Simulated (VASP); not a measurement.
A run of VASP 6.6.1 is set up as follows.

File INCAR:

```
SYSTEM = TePb
ALGO = Normal ; EDIFF = 1E-6
ENCUT = 520 ; GGA = PE
ISIF = 2 ; ISMEAR = 0
LASPH = .TRUE. ; LCHARG = .TRUE.
LELF = .TRUE. ; LREAL = .FALSE.
LVHAR = .TRUE. ; LWAVE = .FALSE.
NBANDS = 17 ; NELM = 60
PREC = Accurate ; SIGMA = 0.015
```

File KPOINTS:

```
k-points
0
G
  7 7 7
  0 0 0
```

File POSCAR:

```
TePb
1.0
    4.0022870000      0.0000000000      0.0000000000
    0.0000000000      4.0022870000      0.0000000000
    0.0000000000      0.0000000000      4.0022870000
Pb Te
1 1
Direct
    0.0000000000      0.0000000000      0.0000000000
    0.5000000000      0.5000000000      0.5000000000
```

Potentials or basis: VASP PAW PBE potentials, release 64 (Pb_d, Te).

Run with:

```bash
$ cat potpaw_PBE.64/Pb_d/POTCAR potpaw_PBE.64/Te/POTCAR > POTCAR
$ mpirun -np 1 vasp_std > vasp.out
```

(1) What does it give for the pressure?

(2) What does it give for the band gap on the k mesh?

Results:

(1) 0.0 GPa.

(2) zero (bands 10 and 11 overlap by 0.80 eV).

Caveat: spin-orbit coupling is left out, which moves the levels of the heavy elements.
